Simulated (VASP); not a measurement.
# AlN (P6_3mc) in VASP: further runs, part 2 of 3

VASP 6.6.1. The steps go on from the part before.

**3. Single point, RPBE+D3(BJ)**

This run uses another cell than the first one, of 11.08 Å³/atom.

File INCAR:

```
  PREC = Accurate
  ENCUT = 520
  EDIFF = 1E-6
  ISMEAR = -1
  SIGMA = 0.05
  LREAL = F
  LASPH = T
  NELM = 60
  ALGO = Normal
  ISIF = 2
  LWAVE = F
  LCHARG = T
  GGA = RP
  IVDW = 12
  LELF = T
  LVHAR = T
  NBANDS = 16
```

File KPOINTS:

```
Automatic mesh
0
Gamma
  10 10 6
```

File POSCAR:

```
AlN
1.0
    3.1740547162      0.0000000000      0.0000000000
   -1.5870273581      2.7488120173      0.0000000000
    0.0000000000      0.0000000000      5.0786914685
Al N
2 2
Direct
    0.6666666667      0.3333333333      0.5000000000
    0.3333333333      0.6666666667      0.0000000000
    0.6666666667      0.3333333333      0.8800000000
    0.3333333333      0.6666666667      0.3800000000
```

Potentials or basis: VASP PAW PBE potentials, release 64 (Al, N).

Run with:

```bash
cat potpaw_PBE.64/Al/POTCAR potpaw_PBE.64/N/POTCAR > POTCAR
mpirun -np 1 vasp_std > vasp.out
```

OUTCAR:

```text
PREC = Accurate
   ENCUT = 520
   EDIFF = 1E-6
   ISMEAR = -1
   LREAL = F
   LASPH = T
   NELM = 60
   ISIF = 2
   GGA = RP
   IVDW = 12
 IVDW          = 12

 ion  position               nearest neighbor table
   1  0.667  0.333  0.500-   3 1.93   4 1.93   4 1.93   4 1.93   2 3.13   2 3.13   2 3.13   2 3.13
                             2 3.13   2 3.13
   2  0.333  0.667  0.000-   4 1.93   3 1.93   3 1.93   3 1.93   1 3.13   1 3.13   1 3.13   1 3.13
                             1 3.13   1 3.13
   3  0.667  0.333  0.880-   1 1.93   2 1.93   2 1.93   2 1.93
   4  0.333  0.667  0.380-   2 1.93   1 1.93   1 1.93   1 1.93

  LATTYP: Found a hexagonal cell.
 ALAT       =     3.1740547162
 C/A-ratio  =     1.6000642467

  Lattice vectors:

 A1 = (   3.1740547162,   0.0000000000,   0.0000000000)
 A2 = (  -1.5870273581,   2.7488120173,   0.0000000000)
 A3 = (   0.0000000000,   0.0000000000,   5.0786914685)

Analysis of symmetry for initial positions (statically):
=====================================================================
 Subroutine PRICEL returns:
 Original cell was already a primitive cell.

 Routine SETGRP: Setting up the symmetry group for a
 hexagonal supercell.

 Subroutine GETGRP returns: Found 12 space group operations
 (whereof  6 operations were pure point group operations)
 out of a pool of 24 trial point group operations.

The static configuration has the point symmetry C_3v.
 The point group associated with its full space group is C_6v.

Analysis of symmetry for dynamics (positions and initial velocities):
=====================================================================
 Subroutine PRICEL returns:
 Original cell was already a primitive cell.

 Routine SETGRP: Setting up the symmetry group for a
 hexagonal supercell.

 Subroutine GETGRP returns: Found 12 space group operations
 (whereof  6 operations were pure point group operations)
 out of a pool of 24 trial point group operations.

The dynamic configuration has the point symmetry C_3v.
 The point group associated with its full space group is C_6v.

 Subroutine INISYM returns: Found 12 space group operations
 (whereof  6 operations are pure point group operations),
 and found     1 'primitive' translations

----------------------------------------------------------------------------------------

                                     Primitive cell

  volume of cell :      44.3110

  direct lattice vectors                    reciprocal lattice vectors
     3.174054716  0.000000000  0.000000000     0.315054430  0.181896760  0.000000000
    -1.587027358  2.748812017  0.000000000     0.000000000  0.363793520  0.000000000
     0.000000000  0.000000000  5.078691468     0.000000000  0.000000000  0.196901112

  length of vectors
     3.174054716  3.174054716  5.078691468     0.363793520  0.363793520  0.196901112

  position of ions in fractional coordinates (direct lattice)
     0.666666667  0.333333333  0.500000000
     0.333333333  0.666666667  0.000000000
     0.666666667  0.333333333  0.880000000
     0.333333333  0.666666667  0.380000000

  ion indices of the primitive-cell ions
   primitive index   ion index
                 1           1
                 2           2
                 3           3
                 4           4

----------------------------------------------------------------------------------------
[... 31 lines left out ...]
  0.400000  0.000000  0.000000      6.000000
  0.500000  0.000000  0.000000      3.000000
[... 16 lines left out ...]
  0.300000  0.100000  0.166667     24.000000
  0.400000  0.100000  0.166667     24.000000
 [... further k-points ...]
   k-points           NKPTS =     56   k-points in BZ     NKDIM =     56   number of bands    NBANDS=     16
   number of dos      NEDOS =    301   number of ions     NIONS =      4
   total plane-waves  NPLWV =  23040
   dimension x,y,z NGX =    24 NGY =   24 NGZ =   40
   dimension x,y,z NGXF=    48 NGYF=   48 NGZF=   80
   ions per type =               2   2
   NGX,Y,Z   is equivalent  to a cutoff of  12.57, 12.57, 13.09 a.u.
   NGXF,Y,Z  is equivalent  to a cutoff of  25.14, 25.14, 26.19 a.u.
 SYSTEM =  unknown system
   PREC   = accura    normal or accurate (medium, high low for compatibility)
   ISTART =      0    job   : 0-new  1-cont  2-samecut
   ICHARG =      2    charge: 1-file 2-atom 10-const
   ISPIN  =      1    spin polarized calculation?
   LNONCOLLINEAR =      F non collinear calculations
   LSORBIT =      F    spin-orbit coupling
   LASPH  =      T    aspherical Exc in radial PAW
   ENCUT  =  520.0 eV  38.22 Ry    6.18 a.u.   5.90  5.90  9.44*2*pi/ulx,y,z
   NELM   =     60;   NELMIN=  2; NELMDL= -5     # of ELM steps
   EDIFF  = 0.1E-05   stopping-criterion for ELM
   LREAL  =      F    real-space projection
   EDIFFG = 0.1E-04   stopping-criterion for IOM
   NSW    =      0    number of steps for IOM
   IBRION =     -1    ionic relax: 0-MD 1-quasi-New 2-CG
   NFREE  =      0    steps in history (QN), initial steepest desc. (CG)
   ISIF   =      2    stress and relaxation
   ISYM   =      2    0-nonsym 1-usesym 2-fastsym
   POTIM  = 0.5000    time-step for ionic-motion
   TEBEG  =    0.0;   TEEND  =   0.0 temperature during run
   PSTRESS=    0.0 pullay stress
   NELECT =      16.0000    total number of electrons
   NUPDOWN=      -1.0000    fix difference up-down
   EMIN   =  10.00;   EMAX   =-10.00  energy-range for DOS
   EFERMI =   0.00;   METHOD = LEGACY
   ISMEAR =    -1;   SIGMA  =   0.05  broadening in eV -4-tet -1-fermi 0-gaus
   EFERMI_NEDOS =   21; number of points for ismear=-14 and -15
   IALGO  =     38    algorithm
   IMIX   =      4    mixing-type and parameters
     AMIX     =   0.40;   BMIX     =  1.00
     AMIX_MAG =   1.60;   BMIX_MAG =  1.00
  volume/ion in A,a.u.               =      11.08        74.76
  Fermi-wavevector in a.u.,A,eV,Ry     =   1.165765  2.202977 18.490431  1.359008
  Thomas-Fermi vector in A             =   2.302287
   LORBIT       =      0    0 simple, 1 ext, 2 COOP (PROOUT), +10 PAW based schemes
   GGA     = RP    functional components
   LHFCALC =     F    Hartree Fock is set to
   AEXX    =    0.0000 exact exchange contribution
   IVDW    =    12    specifies the selected vdW correction
   LEPSILON=     F    determine dielectric tensor
   LRPA    =     F    only Hartree local field effects (RPA)
 non-spin polarized calculation
  energy-cutoff  :      520.00
  volume of cell :       44.31
 maximum number of plane-waves:      1208
 NGX is ok and might be reduce to    24
   NGX = 11   NGY = 11   NGZ = 19

 number of electron      16.0000002 magnetization

 Free energy of the ion-electron system (eV)
  ---------------------------------------------------
  ext. energy  EPLUGINS =         0.00000000
  ---------------------------------------------------
  free energy    TOTEN  =       -28.33624952 eV

  energy without entropy =      -28.33624952  energy(sigma->0) =      -28.33624952

 E-fermi :   6.6808     XC(G=0): -10.5235

 val. band max:        5.6903586551   @ k =   0.0000   0.0000   0.0000
 cond. band min:       9.4588134637   @ k =   0.0000   0.0000   0.0000
 fundamental gap:      3.7684548086
 Fermi energy:         6.6808096125

 k-point     1 :       0.0000    0.0000    0.0000
  band No.  band energies     occupation
      1      -9.1704      2.00000
      2      -7.2235      2.00000
      3       0.0024      2.00000
      4       4.8876      2.00000
      5       4.8876      2.00000
      6       5.5225      2.00000
[... 433 lines left out ...]
      3       0.5539      2.00000
      4       1.4916      2.00000
      5       2.7835      2.00000
      6       3.5226      2.00000
[... 8 lines left out ...]
     15      17.9525      0.00000
     16      20.0546      0.00000

 [... further k-points ...]

------------------------ aborting loop because EDIFF is reached ----------------------------------------

 Edisp (eV)   -4.19108

 E8    (eV) :    -2.4830

  FORCE on cell =-STRESS in cart. coord.  units (eV):
  Direction    XX          YY          ZZ          XY          YZ          ZX
  --------------------------------------------------------------------------------------
  -------------------------------------------------------------------------------------
  Total      -6.56209    -6.56209    -6.15705     0.00000     0.00000     0.00000
  in kB    -237.26925  -237.26925  -222.62413     0.00000     0.00000     0.00000
  external pressure =     -232.39 kB  Pullay stress =        0.00 kB

 VOLUME and BASIS-vectors are now :
 -----------------------------------------------------------------------------
  energy-cutoff  :      520.00
  volume of cell :       44.31
      direct lattice vectors                 reciprocal lattice vectors
     3.174054716  0.000000000  0.000000000     0.315054430  0.181896760  0.000000000
    -1.587027358  2.748812017  0.000000000     0.000000000  0.363793520  0.000000000
     0.000000000  0.000000000  5.078691468     0.000000000  0.000000000  0.196901112

 POSITION                                       TOTAL-FORCE (eV/Angst)
 -----------------------------------------------------------------------------------
      1.58703      0.91627      2.53935        -0.000000     -0.000000     -0.109946
     -0.00000      1.83254      0.00000         0.000000      0.000000     -0.109946
      1.58703      0.91627      4.46925        -0.000000     -0.000000      0.109946
     -0.00000      1.83254      1.92990         0.000000      0.000000      0.109946
 -----------------------------------------------------------------------------------
    total drift:                               -0.000000      0.000000      0.000163

  FREE ENERGIE OF THE ION-ELECTRON SYSTEM (eV)
  ---------------------------------------------------
  free  energy   TOTEN  =       -32.5273253658 eV

  energy  without entropy=      -32.5273253658  energy(sigma->0) =      -32.52732537
```

OSZICAR:

```text
N       E                     dE             d eps       ncg     rms          rms(c)
DAV:   1     0.414575562558E+02    0.41458E+02   -0.72204E+03  1800   0.886E+02
DAV:   2    -0.292311839862E+02   -0.70689E+02   -0.64602E+02  2520   0.184E+02
DAV:   3    -0.327292909791E+02   -0.34981E+01   -0.34874E+01  2240   0.424E+01
DAV:   4    -0.327517188322E+02   -0.22428E-01   -0.22426E-01  2272   0.381E+00
DAV:   5    -0.327520252843E+02   -0.30645E-03   -0.30645E-03  2224   0.449E-01    0.120E+01
DAV:   6    -0.282750829480E+02    0.44769E+01   -0.10426E+01  2160   0.231E+01    0.434E+00
DAV:   7    -0.283257159557E+02   -0.50633E-01   -0.62355E-01  1904   0.556E+00    0.302E+00
DAV:   8    -0.283406952881E+02   -0.14979E-01   -0.59954E-02  1976   0.242E+00    0.672E-01
DAV:   9    -0.283352669563E+02    0.54283E-02   -0.12043E-02  2432   0.831E-01    0.273E-01
DAV:  10    -0.283363897854E+02   -0.11228E-02   -0.39968E-03  1896   0.390E-01    0.171E-01
DAV:  11    -0.283362393084E+02    0.15048E-03   -0.37791E-04  2096   0.150E-01    0.369E-02
DAV:  12    -0.283362494821E+02   -0.10174E-04   -0.26905E-05  1896   0.409E-02    0.903E-03
DAV:  13    -0.283362495175E+02   -0.35350E-07   -0.83472E-06  2224   0.219E-02
   1 F= -.32527325E+02 E0= -.32527325E+02  d E =-.346802E-10
```

Run time: 12 s. Hardware: 1 thread of Intel Xeon 6975P-C (Granite Rapids), shared host; peak memory 0.18 GiB.

Results:

- Free energy: -32.5273 eV
- Pressure: -23.2 GPa
- Largest force: 0.110 eV/Å
- Band gap on the k mesh: 3.77 eV
- Dispersion energy per atom: -1.048 eV

Forces in eV/Å, atoms in the order of the input:
```
Al   0.000  0.000 -0.110
Al   0.000  0.000 -0.110
N    0.000  0.000  0.110
N    0.000  0.000  0.110
```

Stress tensor (GPa, compression positive):
```
-23.73   0.00   0.00
  0.00 -23.73   0.00
  0.00   0.00 -22.26
```

Caveat: the cell stands under tension; the dispersion term is far too large for a dense solid, which distorts pressure and volume; the PAW data sets were made with another functional, which shifts forces and pressure a little.

**4. Single point, PBE exchange alone**

This run uses another cell than the first one, of 11.08 Å³/atom.

File INCAR:

```
SYSTEM = AlN
PREC     = Accurate       ! precision mode
ENCUT    = 520            ! plane-wave cutoff, eV
EDIFF    = 1E-6           ! SCF threshold, eV
ISMEAR   = -1             ! smearing method
SIGMA    = 0.05           ! smearing width, eV
LREAL    = .False.        ! projectors in reciprocal space
LASPH    = .True.         ! aspherical terms in the spheres
NELM     = 100            ! most SCF steps
ALGO     = Normal         ! electronic algorithm
ISIF     = 2              ! what is computed and relaxed
LWAVE    = .False.        ! write WAVECAR
LCHARG   = .False.        ! write CHGCAR
GGA      = PE             ! functional
ALDAC    = 0.0          
AGGAC    = 0.0          
NBANDS   = 16             ! bands
```

File KPOINTS:

```
regular mesh
0
Gamma
  10 10 6
  0 0 0
```

POSCAR is that of step 3.

Run with:

```bash
cat potpaw_PBE.64/Al/POTCAR potpaw_PBE.64/N/POTCAR > POTCAR
mpirun -np 1 vasp_std > vasp.out
```

It took 12 s on 1 thread of Intel Xeon 6975P-C (Granite Rapids), shared host; peak memory 0.17 GiB.

It converged, with:

```
Free energy            : -24.2629 eV
Pressure               : 6.1 GPa
Largest force          : 0.082 eV/Å
Band gap on the k mesh : 4.01 eV
```

Forces in eV/Å, atoms in the order of the input:
```
Al   0.000  0.000 -0.082
Al   0.000  0.000 -0.082
N    0.000  0.000  0.082
N    0.000  0.000  0.082
```

Stress tensor (GPa, compression positive):
```
5.23 0.00 0.00
0.00 5.23 0.00
0.00 0.00 7.71
```

Levels at points of the mesh, in eV from the valence-band top:
```
           k point  band 4  band 5  band 6  band 7  band 8  band 9  band 10  band 11  band 12  band 13
(0.00, 0.00, 0.00)   -0.80   -0.80   -0.17   -0.17    0.00    4.01     6.36    10.41    10.87    10.87
(0.50, 0.00, 0.00)   -3.94   -3.14   -1.95   -1.63   -0.64    5.90     5.97     7.89    10.11    10.72
(0.00, 0.00, 0.50)   -3.14   -0.49   -0.49   -0.49   -0.49    6.20     6.20    10.08    10.08    11.18
(0.50, 0.00, 0.50)   -5.26   -1.36   -1.36   -1.27   -1.27    5.41     5.41     9.11     9.11    11.34
```

Caveat: the cell stands under pressure.

**5. Single point, r2SCAN**

This run uses another cell than the first one, of 10.40 Å³/atom.

File POSCAR:

```
AlN
1.0
    3.1067347309      0.0000000000      0.0000000000
   -1.5533673655      2.6905111998      0.0000000000
    0.0000000000      0.0000000000      4.9785473342
Al N
2 2
Direct
    0.6666666667      0.3333333333      0.4991939701
    0.3333333333      0.6666666667     -0.0008060299
    0.6666666667      0.3333333333      0.8808060299
    0.3333333333      0.6666666667      0.3808060299
```

File INCAR.step1:

```
SYSTEM = AlN
PREC = Accurate
ENCUT = 520
ISMEAR = -1
SIGMA = 0.05
LREAL = .False.
LASPH = .True.
NELM = 100
NBANDS = 16
GGA = PE
ALGO = Normal
EDIFF = 1E-4
LWAVE = .True.
LCHARG = .False.
```

File INCAR.step2:

```
SYSTEM = AlN
PREC = Accurate
ENCUT = 520
EDIFF = 1E-6
ISMEAR = -1
SIGMA = 0.05
LREAL = .False.
LASPH = .True.
NELM = 100
ALGO = Normal
ISIF = 2
LWAVE = .False.
LCHARG = .True.
METAGGA = R2SCAN
LMIXTAU = .True.
LELF = .True.
LVHAR = .True.
NBANDS = 16
ISTART = 1
```

File KPOINTS:

```
Automatic mesh
0
Gamma
  10 10 6
  0 0 0
```

Run with:

```bash
cat potpaw_PBE.64/Al/POTCAR potpaw_PBE.64/N/POTCAR > POTCAR
cp INCAR.step1 INCAR
mpirun -np 1 vasp_std > vasp.out
cp INCAR.step2 INCAR
mpirun -np 1 vasp_std > vasp.out
```

Wall time 45 s (1 thread of Intel Xeon 6975P-C (Granite Rapids), shared host); peak memory 0.17 GiB.

It converged, with:

```yaml
Free_energy: -38.4565 eV
Pressure: -0.4 GPa
Band_gap_on_the_k_mesh: 4.92 eV
```

Forces on the atoms (eV/Å):
```
Al   0.000  0.000 -0.002
Al   0.000  0.000 -0.002
N    0.000  0.000  0.002
N    0.000  0.000  0.002
```

Levels at points of the mesh, in eV from the valence-band top:
```tsv
k point	band 5	band 6	band 7	band 8	band 9	band 10	band 11	band 12
(0.00, 0.00, 0.00)	-0.88	-0.22	-0.22	0.00	4.92	7.54	11.62	12.04
(0.50, 0.00, 0.00)	-3.39	-2.14	-1.77	-0.71	6.45	6.56	9.05	11.26
(0.00, 0.00, 0.50)	-0.56	-0.56	-0.56	-0.56	7.26	7.26	11.32	11.32
(0.50, 0.00, 0.50)	-1.50	-1.50	-1.39	-1.39	6.00	6.00	10.15	10.15
```

Caveat: the PAW data sets were made with another functional, which shifts forces and pressure a little.

[end of part 2 of 3]
